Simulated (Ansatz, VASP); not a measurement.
## Mg3Sb2: VASP beside Ansatz

```
Mg Sb
1.0
     4.63166    0.00000    0.00000
    -2.31583    4.01114    0.00000
     0.00000    0.00000    7.34024
Mg Sb
3 2
Cartesian
  0.0000 2.6741 4.6545
  2.3158 1.3370 2.6857
  0.0000 0.0000 0.0000
  0.0000 2.6741 1.6943
  2.3158 1.3370 5.6459
```

Alike in both runs: functional r2SCAN; k mesh 6 × 6 × 4; occupations fermi-dirac, width 0.02 eV; no spin polarisation.

Ansatz relaxed the structure, and its values are those at the end. VASP's run is a single point on that final structure, the one shown.

|  | VASP | Ansatz |
| --- | --- | --- |
| version | VASP 6.6.1 | Ansatz 0.2.0 |
| potentials or method | VASP PAW PBE potentials, release 64 (Mg, Sb), cutoff 660 eV | PAW plane waves |
| valence electrons in the cell | 16 | 60 |

```csv
,VASP,Ansatz,Ansatz less VASP
pressure (GPa),-1.7,-1.7,+0.06
```

VASP's potentials were made for PBE, not for r2SCAN. With one functional, cell and mesh, what is left measures potentials, basis and numerics. VASP's potentials hold 16 valence electrons a cell and Ansatz's 60, so a difference there can come from the potentials and not from the codes. Ansatz's warnings: stress scf threshold loose.

Spin-orbit coupling is off throughout.
